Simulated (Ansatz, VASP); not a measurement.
**One calculation of GaSb3, two programs**

```xyz
4
Lattice="0.0000 3.6479 3.6479 3.6479 0.0000 3.6479 3.6479 3.6479 0.0000" Properties=species:S:1:pos:R:3 pbc="T T T"
Ga    0.0167    0.0000    0.0000
Sb    1.8239    1.8239    1.8239
Sb    5.4718    5.4718    5.4718
Sb    3.6479    3.6479    3.6479
```

Alike in both runs: task single point; functional PBE; dispersion D3(BJ); k mesh 12 × 12 × 12; occupations gaussian, width 0.15 eV; no spin polarisation.

```csv
,VASP,Ansatz
version,VASP 6.6.1,Ansatz 0.2.0
potentials or method,"VASP PAW PBE potentials, release 64 (Ga_d, Sb), cutoff 520 eV","scalar-relativistic, plane waves, PAW"
valence electrons in the cell,28,58
```

|  | VASP | Ansatz | Ansatz less VASP |
| --- | --- | --- | --- |
| gap on the k mesh at the Fermi level (eV) | none | none | - |
| pressure (GPa) | 0.3 | 0.4 | +0.09 |
| rms of the force components (eV/Å) | 0.010 | 0.010 | 0.0000 |

Atom by atom the forces differ by 0.000 eV/Å (rms over components). A gap of «none» marks a metal or a gap that the smearing closes. VASP's potentials hold 28 valence electrons a cell and Ansatz's 58, so a difference there can come from the potentials and not from the codes.

Spin-orbit coupling is off throughout.
